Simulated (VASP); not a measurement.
Write the native input for VASP 6.6.1 that does the following.

| Quantity | Value |
| --- | --- |
| Task | single point |
| Functional | PBE |
| Potentials or basis | VASP PAW PBE potentials, release 64 (Mg) |
| Cutoff | 520 eV |
| k mesh | 15 × 15 × 8 |
| Occupations | gaussian, width 0.1 eV |
| Spin | no spin polarisation |
| Dipole correction | no |
| Further INCAR settings | ALGO = Fast; EDIFF = 1e-06; NBANDS = 9 |

The structure of Mg lies in POSCAR:

```
Mg
1.0
    3.2099407606      0.0000000000      0.0000000000
   -1.6049703803      2.7798902434      0.0000000000
    0.0000000000      0.0000000000      5.1399402232
Mg
2
Direct
    0.3333333333      0.6666666667      0.2500000000
    0.6666666667      0.3333333333      0.7500000000
```

One way to write it, as run:

INCAR

```
SYSTEM = Mg
PREC = Accurate
ENCUT = 520
EDIFF = 1E-6
ISMEAR = 0
SIGMA = 0.1
LREAL = .FALSE.
LASPH = .TRUE.
NELM = 100
ALGO = Fast
ISIF = 2
LWAVE = .FALSE.
LCHARG = .FALSE.
GGA = PE
NBANDS = 9
```

KPOINTS

```
regular mesh
0
G
  15 15 8
  0 0 0
```

Potentials or basis: VASP PAW PBE potentials, release 64 (Mg).

Launch:

```sh
$ cat potpaw_PBE.64/Mg/POTCAR > POTCAR
$ mpirun -np 1 vasp_std > vasp.out
```

It gave:

- Pressure: -0.1 GPa
- Band gap on the k mesh: zero (bands 2 and 3 overlap by 2.01 eV)

Wall time 10 s on 1 thread of Intel(R) Xeon(R) 6975P-C (Granite Rapids), on a shared host, peak memory 0.18 GiB.
